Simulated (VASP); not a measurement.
# Hf (Cmcm) in VASP: further runs

Runs on Hf. Level: PBE. Tasks: single point.

All numbers are computed with VASP 6.6.1; they aren't measurements. Logs are shortened: lines on timing, memory, paths and dates and some standing lists are left out, and cuts for length are marked.

### Step 1. The cell of the first run

The structure is orthorhombic, space group Cmcm (No. 63). The conventional cell has a = 3.616 Å, b = 4.810 Å, c = 5.058 Å, α = 90.00°, β = 90.00°, γ = 90.00°. Within 3.9 Å of Hf (site symmetry m2m) lie 12 Hf at 2.99 to 3.62 Å.

### Step 2. Single point, PBE (strain +0.1312 x Voigt [1, -1, 0, 0, 0, 0])

File INCAR:

```
SYSTEM = Hf
ALGO = Fast
EDIFF = 1E-7
ENCUT = 520
GGA = PE
ISIF = 2
ISMEAR = 0
LASPH = .TRUE.
LCHARG = .FALSE.
LREAL = .FALSE.
LWAVE = .FALSE.
NBANDS = 17
NELM = 80
PREC = Accurate
SIGMA = 0.15
```

File KPOINTS:

```
k-points
0
G
  18 18 10
  0 0 0
```

File POSCAR:

```
Hf
1.0
    3.6161053706      0.0000000000      0.0000000000
   -1.8080526853      2.4052051467      0.0000000000
    0.0000000000      0.0000000000      5.0578000000
Hf
2
Direct
    0.3333333333      0.6666666667      0.2500000000
    0.6666666667      0.3333333333      0.7500000000
```

Potentials or basis: VASP PAW PBE potentials, release 64 (Hf_pv).

Run with:

```
$ cat potpaw_PBE.64/Hf_pv/POTCAR > POTCAR
$ mpirun -np 1 vasp_std > vasp.out
```

OUTCAR:

```text
SYSTEM = Hf
   EDIFF = 1E-7
   ENCUT = 520
   GGA = PE
   ISIF = 2
   ISMEAR = 0
   LASPH = .TRUE.
   LREAL = .FALSE.
   NELM = 80
   PREC = Accurate

 ion  position               nearest neighbor table
   1  0.333  0.667  0.250-   2 2.99   2 2.99   2 3.21   2 3.21   2 3.21   2 3.21
   2  0.667  0.333  0.750-   1 2.99   1 2.99   1 3.21   1 3.21   1 3.21   1 3.21

  Warning from LATTYP: Monoclinic adjustment (A1->A3, A2->A1, A3->A2)!
  LATTYP: Found a base centered orthorhombic cell.
 ALAT       =     3.6161053706
 B/A-ratio  =     1.3302738168
 C/A-ratio  =     1.3986871182

  Lattice vectors:

 A1 = (   1.8080526853,  -2.4052051467,   0.0000000000)
 A2 = (   1.8080526853,   2.4052051467,   0.0000000000)
 A3 = (   0.0000000000,   0.0000000000,   5.0578000000)

Analysis of symmetry for initial positions (statically):
=====================================================================
 Subroutine PRICEL returns:
 Original cell was already a primitive cell.

 Routine SETGRP: Setting up the symmetry group for a
 base centered orthorhombic supercell.

 Subroutine GETGRP returns: Found  8 space group operations
 (whereof  4 operations were pure point group operations)
 out of a pool of  8 trial point group operations.

The static configuration has the point symmetry C_2h.
 The point group associated with its full space group is D_2h.

Analysis of symmetry for dynamics (positions and initial velocities):
=====================================================================
 Subroutine PRICEL returns:
 Original cell was already a primitive cell.

 Routine SETGRP: Setting up the symmetry group for a
 base centered orthorhombic supercell.

 Subroutine GETGRP returns: Found  8 space group operations
 (whereof  4 operations were pure point group operations)
 out of a pool of  8 trial point group operations.

The dynamic configuration has the point symmetry C_2h.
 The point group associated with its full space group is D_2h.

 Subroutine INISYM returns: Found  8 space group operations
 (whereof  4 operations are pure point group operations),
 and found     1 'primitive' translations

----------------------------------------------------------------------------------------

                                     Primitive cell

  volume of cell :      43.9901

  direct lattice vectors                    reciprocal lattice vectors
     3.616105371  0.000000000  0.000000000     0.276540614  0.207882476  0.000000000
    -1.808052685  2.405205147  0.000000000     0.000000000  0.415764951  0.000000000
     0.000000000  0.000000000  5.057800000     0.000000000  0.000000000  0.197714421

  length of vectors
     3.616105371  3.008997559  5.057800000     0.345962187  0.415764951  0.197714421

  position of ions in fractional coordinates (direct lattice)
     0.333333333  0.666666667  0.250000000
     0.666666667  0.333333333  0.750000000

  ion indices of the primitive-cell ions
   primitive index   ion index
                 1           1
                 2           2

----------------------------------------------------------------------------------------

 KPOINTS: k-points

Automatic generation of k-mesh.
 Grid dimensions read from file:
 generate k-points for:   18   18   10

 Generating k-lattice:

  Cartesian coordinates                     Fractional coordinates (reciprocal lattice)
     0.015363367  0.011549026  0.000000000     0.055555556  0.000000000  0.000000000
     0.000000000  0.023098053  0.000000000     0.000000000  0.055555556  0.000000000
     0.000000000  0.000000000  0.019771442     0.000000000  0.000000000  0.100000000

  Length of vectors
     0.019220122  0.023098053  0.019771442

  Shift w.r.t. Gamma in fractional coordinates (k-lattice)
     0.000000000  0.000000000  0.000000000

 Subroutine IBZKPT returns following result:
 ===========================================

 Found    546 irreducible k-points:

 Following reciprocal coordinates:
            Coordinates               Weight
  0.000000  0.000000  0.000000      1.000000
  0.055556  0.000000  0.000000      4.000000
  0.111111  0.000000  0.000000      4.000000
  0.166667  0.000000  0.000000      4.000000
  0.222222 -0.000000  0.000000      4.000000
  0.277778  0.000000  0.000000      4.000000
[... 16 lines left out ...]
 -0.333333  0.055556  0.000000      4.000000
 -0.277778  0.055556  0.000000      4.000000
 [... further k-points ...]
   k-points           NKPTS =    546   k-points in BZ     NKDIM =    546   number of bands    NBANDS=     17
   number of dos      NEDOS =    301   number of ions     NIONS =      2
   total plane-waves  NPLWV =  26880
   dimension x,y,z NGX =    28 NGY =   24 NGZ =   40
   dimension x,y,z NGXF=    56 NGYF=   48 NGZF=   80
   ions per type =               2
   NGX,Y,Z   is equivalent  to a cutoff of  12.87, 13.26, 13.15 a.u.
   NGXF,Y,Z  is equivalent  to a cutoff of  25.75, 26.52, 26.30 a.u.
 SYSTEM =  Hf
   PREC   = accura    normal or accurate (medium, high low for compatibility)
   ISTART =      0    job   : 0-new  1-cont  2-samecut
   ICHARG =      2    charge: 1-file 2-atom 10-const
   ISPIN  =      1    spin polarized calculation?
   LNONCOLLINEAR =      F non collinear calculations
   LSORBIT =      F    spin-orbit coupling
   LASPH  =      T    aspherical Exc in radial PAW
   ENCUT  =  520.0 eV  38.22 Ry    6.18 a.u.   6.72  5.59  9.40*2*pi/ulx,y,z
   NELM   =     80;   NELMIN=  2; NELMDL= -5     # of ELM steps
   EDIFF  = 0.1E-06   stopping-criterion for ELM
   LREAL  =      F    real-space projection
   EDIFFG = 0.1E-05   stopping-criterion for IOM
   NSW    =      0    number of steps for IOM
   IBRION =     -1    ionic relax: 0-MD 1-quasi-New 2-CG
   NFREE  =      0    steps in history (QN), initial steepest desc. (CG)
   ISIF   =      2    stress and relaxation
   ISYM   =      2    0-nonsym 1-usesym 2-fastsym
   POTIM  = 0.5000    time-step for ionic-motion
   TEBEG  =    0.0;   TEEND  =   0.0 temperature during run
   PSTRESS=    0.0 pullay stress
   NELECT =      20.0000    total number of electrons
   NUPDOWN=      -1.0000    fix difference up-down
   EMIN   =  10.00;   EMAX   =-10.00  energy-range for DOS
   EFERMI =   0.00;   METHOD = LEGACY
   ISMEAR =     0;   SIGMA  =   0.15  broadening in eV -4-tet -1-fermi 0-gaus
   EFERMI_NEDOS =   21; number of points for ismear=-14 and -15
   IALGO  =     68    algorithm
   IMIX   =      4    mixing-type and parameters
     AMIX     =   0.40;   BMIX     =  1.00
     AMIX_MAG =   1.60;   BMIX_MAG =  1.00
  volume/ion in A,a.u.               =      22.00       148.43
  Fermi-wavevector in a.u.,A,eV,Ry     =   1.258828  2.378841 21.560459  1.584649
  Thomas-Fermi vector in A             =   2.392419
   LORBIT       =      0    0 simple, 1 ext, 2 COOP (PROOUT), +10 PAW based schemes
   GGA     = PE    functional components
   LHFCALC =     F    Hartree Fock is set to
   AEXX    =    0.0000 exact exchange contribution
   IVDW    =     0    specifies the selected vdW correction
   LEPSILON=     F    determine dielectric tensor
   LRPA    =     F    only Hartree local field effects (RPA)
 non-spin polarized calculation
 RMM-DIIS sequential band-by-band and
 Gauss-broadening in eV      SIGMA  =   0.15
  energy-cutoff  :      520.00
  volume of cell :       43.99
 maximum number of plane-waves:      1212
   NGX = 13   NGY = 11   NGZ = 19

 number of electron      20.0000001 magnetization

 Free energy of the ion-electron system (eV)
  ---------------------------------------------------
  ext. energy  EPLUGINS =         0.00000000
  ---------------------------------------------------
  free energy    TOTEN  =       -19.45328444 eV

  energy without entropy =      -19.43283843  energy(sigma->0) =      -19.44306144

 E-fermi :   4.7761     XC(G=0): -11.3414

 val. band max:        4.7754360767   @ k =   0.2222   0.3333   0.0000
 cond. band min:       4.7774915262   @ k =   0.0556   0.4444   0.3000
 fundamental gap:      0.0020554495
 Fermi energy:         4.7760971840

 k-point     1 :       0.0000    0.0000    0.0000
  band No.  band energies     occupation
      1     -26.0113      2.00000
      2     -25.2193      2.00000
      3     -25.1284      2.00000
      4     -25.1130      2.00000
      5     -25.0868      2.00000
      6     -24.9871      2.00000
[... 9 lines left out ...]
     16       9.5402      0.00000
     17       9.8866      0.00000

 k-point     2 :       0.0556    0.0000    0.0000
  band No.  band energies     occupation
      1     -26.0039      2.00000
      2     -25.2305      2.00000
      3     -25.1428      2.00000
      4     -25.1213      2.00000
      5     -25.0895      2.00000
      6     -24.9983      2.00000
[... 9 lines left out ...]
     16       9.4787      0.00000
     17      10.1151      0.00000

 k-point     3 :       0.1111    0.0000    0.0000
  band No.  band energies     occupation
      1     -25.9821      2.00000
      2     -25.2771      2.00000
      3     -25.1668      2.00000
      4     -25.1604      2.00000
      5     -25.0977      2.00000
      6     -25.0178      2.00000
[... 9 lines left out ...]
     16       9.3394      0.00000
     17      10.5214      0.00000

 k-point     4 :       0.1667    0.0000    0.0000
  band No.  band energies     occupation
      1     -25.9477      2.00000
      2     -25.3651      2.00000
      3     -25.2537      2.00000
      4     -25.1702      2.00000
      5     -25.1113      2.00000
      6     -25.0282      2.00000
[... 9 lines left out ...]
     16       9.2214      0.00000
     17      10.8123      0.00000
[... 343 lines left out ...]
      1     -25.7824      2.00000
      2     -25.7175      2.00000
      3     -25.6139      2.00000
      4     -25.2024      2.00000
      5     -25.1915      2.00000
      6     -25.0555      2.00000
[... 9 lines left out ...]
     16       9.7909      0.00000
     17      11.3807      0.00000

 k-point    23 :      -0.3333    0.0556    0.0000
  band No.  band energies     occupation
      1     -25.8340      2.00000
      2     -25.6079      2.00000
      3     -25.5001      2.00000
      4     -25.2053      2.00000
      5     -25.1652      2.00000
      6     -25.0567      2.00000
[... 9 lines left out ...]
     16       9.7038      0.00000
     17      11.2918      0.00000

 k-point    24 :      -0.2778    0.0556    0.0000
  band No.  band energies     occupation
      1     -25.8856      2.00000
      2     -25.4882      2.00000
      3     -25.3782      2.00000
      4     -25.2057      2.00000
      5     -25.1408      2.00000
      6     -25.0553      2.00000
[... 9 lines left out ...]
     16       9.6423      0.00000
     17      11.1869      0.00000

 [... further k-points ...]
[... 5 lines left out ...]
  --------------------------------------------------------------------------------------
  -------------------------------------------------------------------------------------
  Total       -0.5160912      3.4480386     -0.5827211      0.0000000     -0.0000000      0.0000000
  in kB      -18.7967261    125.5821290    -21.2234732      0.0000000     -0.0000000      0.0000000
  external PRESSURE =      28.5206432 kB  Pullay stress =       0.0000000 kB

 VOLUME and BASIS-vectors are now :
 -----------------------------------------------------------------------------
  energy-cutoff  :      520.00
  volume of cell :       43.99
      direct lattice vectors                 reciprocal lattice vectors
     3.616105371  0.000000000  0.000000000     0.276540614  0.207882476  0.000000000
    -1.808052685  2.405205147  0.000000000     0.000000000  0.415764951  0.000000000
     0.000000000  0.000000000  5.057800000     0.000000000  0.000000000  0.197714421

 POSITION                                       TOTAL-FORCE (eV/Angst)
 -----------------------------------------------------------------------------------
     -0.00000      1.60347      1.26445         0.000000     -0.797946      0.000000
      1.80805      0.80174      3.79335         0.000000      0.797946      0.000000
 -----------------------------------------------------------------------------------
    total drift:                               -0.000000      0.000000     -0.000000

  FREE ENERGIE OF THE ION-ELECTRON SYSTEM (eV)
  ---------------------------------------------------
  free  energy   TOTEN  =       -19.4532844424 eV

  energy  without entropy=      -19.4328384348  energy(sigma->0) =      -19.44306144
```

It took 3.5 min on 1 thread of Intel Xeon 6975P-C (Granite Rapids), shared host; peak memory 0.43 GiB.

What came out:

| Quantity | Value |
| --- | --- |
| Free energy | -19.4533 eV |
| Pressure | 2.9 GPa |
| Largest force | 0.798 eV/Å |
| Band gap on the k mesh | zero (band 10 reaches 5.48 eV, above the bottom of band 11 at 4.38 eV) |

Forces on the atoms (eV/Å):
```
Hf   0.000 -0.798  0.000
Hf   0.000  0.798  0.000
```

Stress tensor (GPa, compression positive):
```
-1.88  0.00  0.00
 0.00 12.56  0.00
 0.00  0.00 -2.12
```

Caveat: the cell differs from its parent crystal (strain +0.1312 x Voigt [1, -1, 0, 0, 0, 0]); spin-orbit coupling is left out, which moves the levels of the heavy elements.

[end of part 1 of 2]
